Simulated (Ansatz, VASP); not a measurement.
# ScPt in VASP and in Ansatz

```
CELL_PARAMETERS angstrom
3.27000 0.01635 0.01635
0.01635 3.27000 0.01635
0.01635 0.01635 3.27000
ATOMIC_POSITIONS crystal
Sc 0.50000 0.50000 0.50000
Pt 0.00000 0.00000 0.00000
```

Change from the starting cell: equal xy, yz and zx shear strains of +1 %.

Alike in both runs: task single point; functional LDA; k mesh 10 × 10 × 10; occupations fermi-dirac, width 0.05 eV; no spin polarisation.

|  | VASP | Ansatz |
| --- | --- | --- |
| version | VASP 6.6.1 | Ansatz 0.2.0 |
| potentials or method | VASP PAW LDA potentials, release 64 (Sc_sv, Pt), cutoff 520 eV | all-electron LAPW, scalar-relativistic |

|  | VASP | Ansatz | Ansatz less VASP |
| --- | --- | --- | --- |
| pressure (GPa) | -4.8 | -5.4 | -0.59 |
| traceless stress, the component that is largest in VASP (GPa) | -0.48 | -0.46 | +0.015 |

LDA's correlation is that of Perdew and Zunger in VASP and of Perdew and Wang (1992) in Ansatz. Ansatz ran all-electron here, and VASP with PAW potentials.

Neither program's run includes spin-orbit coupling.
